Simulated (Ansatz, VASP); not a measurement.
## One calculation of TeRu, two programs

```xyz
2
Lattice="0.0000 2.8678 2.8678 2.8678 0.0000 2.8678 2.8678 2.8678 0.0000" Properties=species:S:1:pos:R:3 pbc="T T T"
Ru    0.0000    0.0000    0.0000
Te    1.4339    1.4339    1.4339
```

Alike in both runs: task single point; functional PBEsol; k mesh 8 × 8 × 8; occupations gaussian, width 0.05 eV; no spin polarisation.

```csv
,VASP,Ansatz
version,VASP 6.6.1,Ansatz 0.2.0
potentials or method,"VASP PAW PBE potentials, release 64 (Ru_pv, Te), cutoff 520 eV","scalar-relativistic, plane waves, PAW"
valence electrons in the cell,20,32
```

|  | VASP | Ansatz | Ansatz less VASP |
| --- | --- | --- | --- |
| gap on the k mesh at the Fermi level (eV) | none | none | - |
| pressure (GPa) | 4.8 | 4.9 | +0.10 |

VASP's potentials were made for PBE, not for PBEsol. A gap of «none» marks a metal or a gap that the smearing closes. VASP's potentials hold 20 valence electrons a cell and Ansatz's 32, so a difference there can come from the potentials and not from the codes.

Neither program's run includes spin-orbit coupling.
